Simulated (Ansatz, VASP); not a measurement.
**NaH: VASP beside Ansatz**

Contents of INCAR:

```
ALGO = Normal
EDIFF = 1E-8
ENCUT = 400
GGA = PS
GGA_COMPAT = False
ISIF = 2
ISMEAR = -1
LASPH = True
LCHARG = False
LEFG = True
LREAL = False
LWAVE = False
NBANDS = 11
NELM = 120
PREC = Accurate
SIGMA = 0.03
```

Contents of KPOINTS:

```
k-points
0
Gamma
  9 9 9
```

File POSCAR:

```
NaH
1.0
    0.0000000000      2.3912000000      2.4400000000
    2.3912000000      0.0000000000      2.4400000000
    2.3912000000      2.3912000000      0.0000000000
Na H
1 1
Direct
    0.0000000000      0.0000000000      0.0000000000
    0.5000000000      0.5000000000      0.5000000000
```

Input for Ansatz:

```yaml
crystal:
  lattice:
    - [0.0, 2.3912, 2.44]
    - [2.3912, 0.0, 2.44]
    - [2.3912, 2.3912, 0.0]
  atoms:
    - { symbol: Na, position: [0.0, 0.0, 0.0] }
    - { symbol: H, position: [0.5, 0.5, 0.5] }
kpoints:
  mp_grid: { grid: [9, 9, 9] }
scf:
  occupations: { method: fermi_dirac, width: 0.03 }
hamiltonian:
  xc: pbesol
  pseudopotentials: { kind: all_electron, datasets: crystal }
output:
  forces: true
  stress: true
  eigenvalues: true
  efg: { contact_densities: true }
```

Change from the starting cell: equal xx and yy strain of -2 %, crystal datasets.

Alike in both runs: task electric field gradients; functional PBEsol; k mesh 9 × 9 × 9; occupations fermi-dirac, width 0.03 eV; no spin polarisation.

|  | VASP | Ansatz |
| --- | --- | --- |
| version | VASP 6.6.1 | Ansatz 0.2.0 |
| potentials or method | VASP PAW PBE potentials, release 64 (Na_pv, H), cutoff 400 eV | all-electron PAW with datasets made for the crystal, scalar-relativistic |

Ansatz gave:

| Item | Value |
| --- | --- |
| gap on the k mesh at the Fermi level (eV) | 3.87 |
| pressure (GPa) | -0.3 |
| traceless stress, the component that is largest in VASP (GPa) | -0.43 |
| size of Vzz on the site where it differs most (V/Å²) | 1.7 |

Estimate VASP's values.

gap on the k mesh at the Fermi level (eV): 3.86; pressure (GPa): -0.8; traceless stress, the component that is largest in VASP (GPa): -0.44; size of Vzz on the site where it differs most (V/Å²): 1.9.

VASP's potentials were made for PBE, not for PBEsol. Ansatz ran all-electron here, and VASP with PAW potentials.
